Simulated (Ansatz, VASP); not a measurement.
# NiGe: VASP beside Ansatz

```
Ni Ge
1.0
     0.00000    2.53778    2.53778
     2.53778    0.00000    2.53778
     2.53778    2.53778    0.00000
Ni Ge
1 1
Direct
  0.00000 0.00000 0.00000
  0.25000 0.25000 0.25000
```

Alike in both runs: task relaxation of cell and atoms; functional r2SCAN; k mesh 6 × 6 × 6; occupations gaussian, width 0.1 eV; no spin polarisation.

|  | VASP | Ansatz |
| --- | --- | --- |
| version | VASP 6.6.1 | Ansatz 0.2.0 |
| potentials or method | VASP PAW PBE potentials, release 64 (Ni, Ge_d), cutoff 600 eV | scalar-relativistic, plane waves, PAW |
| valence electrons in the cell | 24 | 32 |

```tsv
	VASP	Ansatz	Ansatz less VASP
gap on the k mesh at the Fermi level, each at its own relaxed structure (eV)	none	none	-
relaxed volume (Å³/atom)	18.28	18.26	-0.020
relaxed cell length with the largest relative difference (Å)	3.726	3.724	-0.0013
```

VASP's potentials were made for PBE, not for r2SCAN. A gap of «none» marks a metal or a gap that the smearing closes. VASP's potentials hold 24 valence electrons a cell and Ansatz's 32, so a difference there can come from the potentials and not from the codes.
